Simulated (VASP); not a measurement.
# Yb (Fm-3m) in VASP: further runs

The runs below take Yb through single point, with PBE.

Everything below comes from runs of VASP 6.6.1. Logs are shortened: lines on timing, memory, paths and dates and some standing lists are left out, and cuts for length are marked.

### 1 The cell of the first run

Symmetry: Fm-3m, No. 225, cubic system. Conventional cell: a = 5.012 Å, b = 5.012 Å, c = 5.012 Å, α = 90.00°, β = 90.00°, γ = 90.00°. Yb (site symmetry m-3m) has 12 Yb at 3.54 Å within 4.7 Å.

### 2 Single point, PBE (31.48 Å³/atom)

File INCAR:

```
SYSTEM = Yb
PREC = Accurate
ENCUT = 520
EDIFF = 1E-6
ISMEAR = -1
SIGMA = 0.1
LREAL = .False.
LASPH = .True.
NELM = 60
ALGO = Normal
ISIF = 2
LWAVE = .False.
LCHARG = .False.
GGA = PE
NBANDS = 18
```

File KPOINTS:

```
Automatic mesh
0
Gamma
  17 17 17
  0 0 0
```

File POSCAR:

```
Yb
1.0
    0.0000000000      2.5060704064      2.5060704064
    2.5060704064      0.0000000000      2.5060704064
    2.5060704064      2.5060704064      0.0000000000
Yb
1
Direct
    0.0000000000      0.0000000000      0.0000000000
```

Potentials or basis: VASP PAW PBE potentials, release 64 (Yb).

Started as:

```
cat potpaw_PBE.64/Yb/POTCAR > POTCAR
mpirun -np 1 vasp_std > vasp.out
```

OUTCAR:

```text
SYSTEM = Yb
   PREC = Accurate
   ENCUT = 520
   EDIFF = 1E-6
   ISMEAR = -1
   LREAL = .False.
   LASPH = .True.
   NELM = 60
   ISIF = 2
   GGA = PE

 ion  position               nearest neighbor table
   1  0.000  0.000  0.000-

  LATTYP: Found a face centered cubic cell.
 ALAT       =     5.0121408128

  Lattice vectors:

 A1 = (   0.0000000000,   2.5060704064,   2.5060704064)
 A2 = (   2.5060704064,   0.0000000000,   2.5060704064)
 A3 = (   2.5060704064,   2.5060704064,   0.0000000000)

Analysis of symmetry for initial positions (statically):
=====================================================================
 Subroutine PRICEL returns:
 Original cell was already a primitive cell.

 Routine SETGRP: Setting up the symmetry group for a
 face centered cubic supercell.

 Subroutine GETGRP returns: Found 48 space group operations
 (whereof 48 operations were pure point group operations)
 out of a pool of 48 trial point group operations.

The static configuration has the point symmetry O_h .

Analysis of symmetry for dynamics (positions and initial velocities):
=====================================================================
 Subroutine PRICEL returns:
 Original cell was already a primitive cell.

 Routine SETGRP: Setting up the symmetry group for a
 face centered cubic supercell.

 Subroutine GETGRP returns: Found 48 space group operations
 (whereof 48 operations were pure point group operations)
 out of a pool of 48 trial point group operations.

The dynamic configuration has the point symmetry O_h .

 Subroutine INISYM returns: Found 48 space group operations
 (whereof 48 operations are pure point group operations),
 and found     1 'primitive' translations

----------------------------------------------------------------------------------------

                                     Primitive cell

  volume of cell :      31.4782

  direct lattice vectors                    reciprocal lattice vectors
     0.000000000  2.506070406  2.506070406    -0.199515544  0.199515544  0.199515544
     2.506070406  0.000000000  2.506070406     0.199515544 -0.199515544  0.199515544
     2.506070406  2.506070406  0.000000000     0.199515544  0.199515544 -0.199515544

  length of vectors
     3.544118757  3.544118757  3.544118757     0.345571059  0.345571059  0.345571059

  position of ions in fractional coordinates (direct lattice)
[... 70 lines left out ...]
   ICHARG =      2    charge: 1-file 2-atom 10-const
   ISPIN  =      1    spin polarized calculation?
   LNONCOLLINEAR =      F non collinear calculations
   LSORBIT =      F    spin-orbit coupling
   LASPH  =      T    aspherical Exc in radial PAW
   ENCUT  =  520.0 eV  38.22 Ry    6.18 a.u.   6.59  6.59  6.59*2*pi/ulx,y,z
   NELM   =     60;   NELMIN=  2; NELMDL= -5     # of ELM steps
   EDIFF  = 0.1E-05   stopping-criterion for ELM
   LREAL  =      F    real-space projection
   EDIFFG = 0.1E-04   stopping-criterion for IOM
   NSW    =      0    number of steps for IOM
   IBRION =     -1    ionic relax: 0-MD 1-quasi-New 2-CG
   NFREE  =      0    steps in history (QN), initial steepest desc. (CG)
   ISIF   =      2    stress and relaxation
   ISYM   =      2    0-nonsym 1-usesym 2-fastsym
   POTIM  = 0.5000    time-step for ionic-motion
   TEBEG  =    0.0;   TEEND  =   0.0 temperature during run
   PSTRESS=    0.0 pullay stress
   NELECT =      24.0000    total number of electrons
   NUPDOWN=      -1.0000    fix difference up-down
   EMIN   =  10.00;   EMAX   =-10.00  energy-range for DOS
   EFERMI =   0.00;   METHOD = LEGACY
   ISMEAR =    -1;   SIGMA  =   0.10  broadening in eV -4-tet -1-fermi 0-gaus
   EFERMI_NEDOS =   21; number of points for ismear=-14 and -15
   IALGO  =     38    algorithm
   IMIX   =      4    mixing-type and parameters
     AMIX     =   0.40;   BMIX     =  1.00
     AMIX_MAG =   1.60;   BMIX_MAG =  1.00
  volume/ion in A,a.u.               =      31.48       212.43
  Fermi-wavevector in a.u.,A,eV,Ry     =   1.495577  2.826230 30.432820  2.236749
  Thomas-Fermi vector in A             =   2.607704
   LORBIT       =      0    0 simple, 1 ext, 2 COOP (PROOUT), +10 PAW based schemes
   GGA     = PE    functional components
   LHFCALC =     F    Hartree Fock is set to
   AEXX    =    0.0000 exact exchange contribution
   IVDW    =     0    specifies the selected vdW correction
   LEPSILON=     F    determine dielectric tensor
   LRPA    =     F    only Hartree local field effects (RPA)
 non-spin polarized calculation
  energy-cutoff  :      520.00
  volume of cell :       31.48
 maximum number of plane-waves:       877
   NGX = 13   NGY = 13   NGZ = 13

 number of electron      24.0000008 magnetization

 Free energy of the ion-electron system (eV)
  ---------------------------------------------------
  ext. energy  EPLUGINS =         0.00000000
  ---------------------------------------------------
  free energy    TOTEN  =        -3.56909607 eV

  energy without entropy =       -3.48290738  energy(sigma->0) =       -3.52600173

 E-fermi :   2.0365     XC(G=0): -10.0465

 val. band max:        2.0296739999   @ k =  -0.3529   0.3529   0.0000
 cond. band min:       2.0410955165   @ k =  -0.4118   0.4706   0.0588
 fundamental gap:      0.0114215166
 Fermi energy:         2.0364500516

 k-point     1 :       0.0000    0.0000    0.0000
  band No.  band energies     occupation
      1     -49.6828      2.00000
      2     -21.7573      2.00000
      3     -21.7573      2.00000
      4     -21.7573      2.00000
      5      -3.4324      2.00000
      6       1.3630      1.99762
[... 481 lines left out ...]
      5      -2.8604      2.00000
      6       1.3689      1.99748
[... 10 lines left out ...]
     17       7.3967      0.00000
     18      13.2383      0.00000

 [... further k-points ...]

------------------------ aborting loop because EDIFF is reached ----------------------------------------

  FORCE on cell =-STRESS in cart. coord.  units (eV):
  Direction    XX          YY          ZZ          XY          YZ          ZX
  --------------------------------------------------------------------------------------
  -------------------------------------------------------------------------------------
  Total        0.5593212      0.5593212      0.5593212      0.0000000      0.0000000     -0.0000000
  in kB       28.4683351     28.4683351     28.4683351      0.0000000      0.0000000     -0.0000000
  external PRESSURE =      28.4683351 kB  Pullay stress =       0.0000000 kB

 VOLUME and BASIS-vectors are now :
 -----------------------------------------------------------------------------
  energy-cutoff  :      520.00
  volume of cell :       31.48
      direct lattice vectors                 reciprocal lattice vectors
     0.000000000  2.506070406  2.506070406    -0.199515544  0.199515544  0.199515544
     2.506070406  0.000000000  2.506070406     0.199515544 -0.199515544  0.199515544
     2.506070406  2.506070406  0.000000000     0.199515544  0.199515544 -0.199515544

 POSITION                                       TOTAL-FORCE (eV/Angst)
 -----------------------------------------------------------------------------------
      0.00000      0.00000      0.00000         0.000000      0.000000     -0.000000
 -----------------------------------------------------------------------------------
    total drift:                               -0.000000     -0.000000     -0.000000

  FREE ENERGIE OF THE ION-ELECTRON SYSTEM (eV)
  ---------------------------------------------------
  free  energy   TOTEN  =        -3.5690960716 eV

  energy  without entropy=       -3.4829073834  energy(sigma->0) =       -3.52600173
```

OSZICAR:

```text
N       E                     dE             d eps       ncg     rms          rms(c)
DAV:   1     0.112369575979E+03    0.11237E+03   -0.86707E+03  7462   0.916E+03
DAV:   2     0.111485979060E+02   -0.10122E+03   -0.97830E+02  7598   0.540E+02
DAV:   3    -0.126679266155E+01   -0.12415E+02   -0.12251E+02  8720   0.116E+02
DAV:   4    -0.349910652991E+01   -0.22323E+01   -0.22222E+01 11568   0.363E+01
DAV:   5    -0.362440985752E+01   -0.12530E+00   -0.12514E+00 10186   0.107E+01    0.175E+01
DAV:   6    -0.457320415210E+01   -0.94879E+00   -0.71135E+00  7298   0.558E+01    0.367E+01
DAV:   7    -0.566224985323E+01   -0.10890E+01   -0.42206E-01 10104   0.248E+01    0.529E+01
DAV:   8    -0.457668473868E+01    0.10856E+01   -0.27461E-01  8044   0.253E+01    0.397E+01
DAV:   9    -0.362583903128E+01    0.95085E+00   -0.82027E-01  7142   0.430E+01    0.175E+01
DAV:  10    -0.357241726277E+01    0.53422E-01   -0.17128E-01 11150   0.126E+01    0.115E+01
DAV:  11    -0.356971057059E+01    0.27067E-02   -0.17151E-02 10992   0.409E+00    0.892E+00
DAV:  12    -0.356915776726E+01    0.55280E-03   -0.19649E-03  9068   0.112E+00    0.541E+00
DAV:  13    -0.356915823910E+01   -0.47183E-06   -0.26868E-04 11288   0.251E-01    0.412E+00
DAV:  14    -0.356980544772E+01   -0.64721E-03   -0.20033E-03  8830   0.150E+00    0.277E+00
DAV:  15    -0.356940179255E+01    0.40366E-03   -0.32029E-04  9230   0.607E-01    0.675E-01
DAV:  16    -0.356914564058E+01    0.25615E-03   -0.27187E-04  7748   0.551E-01    0.233E-01
DAV:  17    -0.356909550460E+01    0.50136E-04   -0.11018E-04 10586   0.336E-01    0.411E-02
DAV:  18    -0.356909607161E+01   -0.56701E-06   -0.67830E-06 10030   0.489E-02
   1 F= -.35690961E+01 E0= -.35260017E+01  d E =-.861887E-01
```

stdout:

```text
POSCAR found type information on POSCAR Yb
 POSCAR found :  1 types and       1 ions
 scaLAPACK will be used
 LDA part: xc-table for (Slater+PW92), standard interpolation
 POSCAR, INCAR and KPOINTS ok, starting setup
 FFT: planning ... GRIDC
 FFT: planning ... GRID_SOFT
 FFT: planning ... GRID
 WAVECAR not read
 entering main loop
```

It took 85 s on 1 thread of Intel Xeon Platinum 8488C (Sapphire Rapids), shared host; peak memory 0.25 GiB.

Results:

```yaml
Free_energy: -3.5691 eV
Pressure: 2.8 GPa
Band_gap_on_the_k_mesh: zero (bands 12 and 13 overlap by 0.04 eV)
```

Caveat: spin-orbit coupling is left out, which moves the levels of the heavy elements.

### 3 Single point, PBE (32.91 Å³/atom)

This run uses another cell than the first one, of 32.91 Å³/atom.

File INCAR:

```
PREC = Accurate ; ENCUT = 520
EDIFF = 1E-7 ; ISMEAR = -1
SIGMA = 0.1 ; LREAL = False
LASPH = True ; NELM = 60
ALGO = Normal ; ISIF = 2
LWAVE = False ; LCHARG = False
GGA = PE ; NBANDS = 18
```

File KPOINTS:

```
Automatic mesh
0
Gamma
  17 17 17
```

File POSCAR:

```
Yb
1.0
    0.0000000000      2.5434799576      2.5434799576
    2.5434799576      0.0000000000      2.5434799576
    2.5434799576      2.5434799576      0.0000000000
Yb
1
Direct
    0.0000000000      0.0000000000      0.0000000000
```

Potentials or basis: VASP PAW PBE potentials, release 64 (Yb).

Started as:

```
cat potpaw_PBE.64/Yb/POTCAR > POTCAR
mpirun -np 1 vasp_std > vasp.out
```

Wall time 1.8 min (1 thread of Intel Xeon Platinum 8488C (Sapphire Rapids), shared host); peak memory 0.25 GiB.

The run converged. Its results:

| Item | Value |
| --- | --- |
| Free energy | -3.5886 eV |
| Pressure | 1.6 GPa |

Levels at points of the mesh, in eV from the Fermi level:
```tsv
k point	band 8	band 9	band 10	band 11	band 12	band 13	band 14	band 15	band 16	band 17
(0.00, 0.00, 0.00)	-0.55	-0.55	-0.44	-0.44	-0.44	2.90	2.90	2.90	5.22	5.22
```

Caveat: spin-orbit coupling is left out, which moves the levels of the heavy elements. Spin polarisation is off, so any magnetic state and its effect on volume and gap are missing.

### 4 Single point, PBE (34.34 Å³/atom)

This run uses another cell than the first one, of 34.34 Å³/atom.

File INCAR:

```
ALGO = Normal
EDIFF = 1E-6
ENCUT = 520
GGA = PE
ISIF = 2
ISMEAR = -1
LASPH = True
LCHARG = True
LELF = True
LREAL = False
LVHAR = True
LWAVE = False
NBANDS = 18
NELM = 80
PREC = Accurate
SIGMA = 0.1
```

File KPOINTS:

```
k-points
0
Gamma
  17 17 17
```

File POSCAR:

```
Yb
1.0
    0.0000000000      2.5798202954      2.5798202954
    2.5798202954      0.0000000000      2.5798202954
    2.5798202954      2.5798202954      0.0000000000
Yb
1
Direct
    0.0000000000      0.0000000000      0.0000000000
```

Started as:

```
cat potpaw_PBE.64/Yb/POTCAR > POTCAR
mpirun -np 1 vasp_std > vasp.out
```

It took 88 s on 1 thread of Intel Xeon Platinum 8488C (Sapphire Rapids), shared host; peak memory 0.25 GiB.

The run converged. Its results:

| Property | Result |
| --- | --- |
| Free energy | -3.5986 eV |
| Pressure | 1.2 GPa |
| Band gap on the k mesh | zero (filled and empty bands touch) |

Levels at points of the mesh, in eV from the Fermi level:
```csv
k point,band 8,band 9,band 10,band 11,band 12,band 13,band 14,band 15,band 16,band 17
"(0.00, 0.00, 0.00)",-0.54,-0.54,-0.44,-0.44,-0.44,2.85,2.85,2.85,5.07,5.07
```

Caveat: spin-orbit coupling is left out, which moves the levels of the heavy elements. Spin polarisation is off, so any magnetic state and its effect on volume and gap are missing.

### 5 Single point, PBE (35.77 Å³/atom)

This run uses another cell than the first one, of 35.77 Å³/atom.

File INCAR:

```
SYSTEM = Yb
PREC = Accurate
ENCUT = 520
EDIFF = 1E-6
ISMEAR = -1
SIGMA = 0.1
LREAL = .FALSE.
LASPH = .TRUE.
NELM = 80
ALGO = Normal
ISIF = 2
LWAVE = .FALSE.
LCHARG = .FALSE.
GGA = PE
NBANDS = 18
```

File KPOINTS:

```
regular mesh
0
G
  17 17 17
  0 0 0
```

File POSCAR:

```
Yb
1.0
    0.0000000000      2.6151646914      2.6151646914
    2.6151646914      0.0000000000      2.6151646914
    2.6151646914      2.6151646914      0.0000000000
Yb
1
Direct
    0.0000000000      0.0000000000      0.0000000000
```

Started as:

```
cat potpaw_PBE.64/Yb/POTCAR > POTCAR
mpirun -np 1 vasp_std > vasp.out
```

Run time: 1.8 min. Hardware: 1 thread of Intel Xeon Platinum 8488C (Sapphire Rapids), shared host; peak memory 0.26 GiB.

It converged, with:

| Item | Value |
| --- | --- |
| Free energy | -3.6007 eV |
| Pressure | -0.7 GPa |
| Band gap on the k mesh | zero (bands 12 and 13 overlap by 0.01 eV) |

Levels at points of the mesh, in eV from the Fermi level:
```csv
k point,band 8,band 9,band 10,band 11,band 12,band 13,band 14,band 15,band 16,band 17
"(0.00, 0.00, 0.00)",-0.54,-0.54,-0.44,-0.44,-0.44,2.81,2.81,2.81,4.94,4.94
```

Caveat: spin-orbit coupling is left out, which moves the levels of the heavy elements. Spin polarisation is off, so any magnetic state and its effect on volume and gap are missing.

### 6 Overview

```csv
cell,gap on the mesh (eV),pressure (GPa)
"a = 3.544 Å, angles 60.0°, 1 atom",none,2.8
"a = 3.597 Å, angles 60.0°, 1 atom",-,1.6
"a = 3.648 Å, angles 60.0°, 1 atom",none,1.2
"a = 3.698 Å, angles 60.0°, 1 atom",none,-0.7
```

Alike in all rows: task single point; level PBE; potentials or basis VASP PAW PBE potentials, release 64 (Yb); no spin polarisation; k mesh 17 × 17 × 17; cutoff (eV) 520; smearing fermi-dirac 0.1 eV.

Caveats: spin-orbit coupling is left out, which moves the levels of the heavy elements.

Absolute energies hang on the potentials; compare differences alone.
